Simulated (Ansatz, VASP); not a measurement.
## SrTi2O4 in VASP and in Ansatz

```xyz
7
Lattice="3.9364 0.0000 0.0000 -1.9682 3.4091 0.0000 0.0000 0.0000 9.0630" Properties=species:S:1:pos:R:3 pbc="T T T"
Sr    0.0000    0.0000    4.5315
Ti    0.0000    0.0000    0.9915
Ti    0.0000    0.0000    8.0715
O     0.0000    2.2727    4.5315
O     1.9682    1.1364    4.5315
O     0.0000    2.2727    0.0000
O     1.9682    1.1364    0.0000
```

Alike in both runs: functional PBE; k mesh 4 × 4 × 2; occupations gaussian, width 0.15 eV; collinear spin.

Ansatz relaxed the structure, and its values are those at the end. VASP's run is a single point on that final structure, the one shown.

|  | VASP | Ansatz |
| --- | --- | --- |
| version | VASP 6.6.1 | Ansatz 0.2.0 |
| potentials or method | VASP PAW PBE potentials, release 64 (Sr_sv, Ti_sv, O), cutoff 520 eV | scalar-relativistic, plane waves, PAW |
| valence electrons in the cell | 58 | 58 |

Ansatz gave:

```
gap on the k mesh at the Fermi level (eV) : none
pressure (GPa)                            : 0.2
rms of the force components (eV/Å)        : 0.001
net moment per atom (μB)                  : 0.00
```

Q: Which values does VASP return?

A: gap on the k mesh at the Fermi level (eV): none; pressure (GPa): 1.1; rms of the force components (eV/Å): 0.174; net moment per atom (μB): 0.00.

A gap of «none» marks a metal or a gap that the smearing closes. One of these differences is far larger than is usual between the two programs; its cause wasn't traced. The functional is the same, so the differences come from potentials, cutoffs and numerics. Ansatz's warnings: seeded moment not kept.

The k mesh is coarse, so the values compare programs but aren't converged.
